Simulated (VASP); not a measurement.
Write the native input for VASP 6.6.1 that does the following.

* Task: single point
* Functional: PBE
* Potentials or basis: VASP PAW PBE potentials, release 64 (Al, N)
* Cutoff: 520 eV
* k mesh: 6 × 6 × 6
* Occupations: gaussian, width 0.01 eV
* Spin: no spin polarisation
* Dipole correction: no
* Further INCAR settings: ALGO = Normal; EDIFF = 1e-06; NBANDS = 11

The structure of AlN lies in POSCAR:

```
AlN
1.0
    0.0000000000      2.1478373497      2.1478373497
    2.1478373497      0.0000000000      2.1478373497
    2.1478373497      2.1478373497      0.0000000000
Al N
1 1
Direct
    0.0000000000      0.0000000000      0.0000000000
    0.2500000000      0.2500000000      0.2500000000
```

This cell differs from its parent crystal: volume changed by -5%.

These files were run (other wordings do the same):

INCAR

```
SYSTEM = AlN
  PREC = Accurate
  ENCUT = 520
  EDIFF = 1E-6
  ISMEAR = 0
  SIGMA = 0.01
  LREAL = .FALSE.
  LASPH = .TRUE.
  NELM = 60
  ALGO = Normal
  ISIF = 2
  LWAVE = .FALSE.
  LCHARG = .FALSE.
  GGA = PE
  NBANDS = 11
```

KPOINTS

```
Automatic mesh
0
G
  6 6 6
  0 0 0
```

Potentials or basis: VASP PAW PBE potentials, release 64 (Al, N).

Launch:

```console
$ cat potpaw_PBE.64/Al/POTCAR potpaw_PBE.64/N/POTCAR > POTCAR
$ mpirun -np 1 vasp_std > vasp.out
```

It gave:

- Pressure: 16.3 GPa
- Band gap on the k mesh: 3.34 eV, indirect (least direct gap 4.65 eV)

Caveat: the k points lie up to 0.42 Å⁻¹ apart.

It took 3 s on 1 thread of Intel(R) Xeon(R) Platinum 8259CL CPU @ 2.50GHz (Skylake/Cascade Lake), with other jobs on the host, peak memory 0.13 GiB.
